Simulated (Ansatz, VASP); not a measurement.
One calculation of BaTiO3, two programs

```
Ba Ti O
1.0
     3.99980    0.00000    0.00000
     0.00000    3.99980    0.00000
     0.00000    0.00000    4.13854
Ba Ti O
1 1 3
Cartesian
  0.0000 0.0000 0.0000
  1.9999 1.9999 1.9948
  1.9999 1.9999 0.0662
  1.9999 0.0000 2.1313
  0.0000 1.9999 2.1313
```

Change from the starting cell: zz strain of +3 %.

Alike in both runs: task single point; functional PBE; k mesh 7 × 7 × 7; occupations fermi-dirac, width 0.08 eV; no spin polarisation.

|  | VASP | Ansatz |
| --- | --- | --- |
| version | VASP 6.6.1 | Ansatz 0.2.0 |
| potentials or method | VASP PAW PBE potentials, release 64 (Ba_sv, Ti_sv, O), cutoff 520 eV | all-electron LAPW, scalar-relativistic |

VASP gave:

- pressure (GPa): -0.4
- traceless stress, the component that is largest in VASP (GPa): -2.43
- rms of the force components (eV/Å): 0.223

**Question.** What did Ansatz give for the same quantities?

**Answer.** Pressure (GPa): -2.0; traceless stress, the component that is largest in VASP (GPa): -2.36; rms of the force components (eV/Å): 0.233.

Atom by atom the forces differ by 0.013 eV/Å (rms over components). Ansatz ran all-electron here, and VASP with PAW potentials.

Spin-orbit coupling is off throughout.
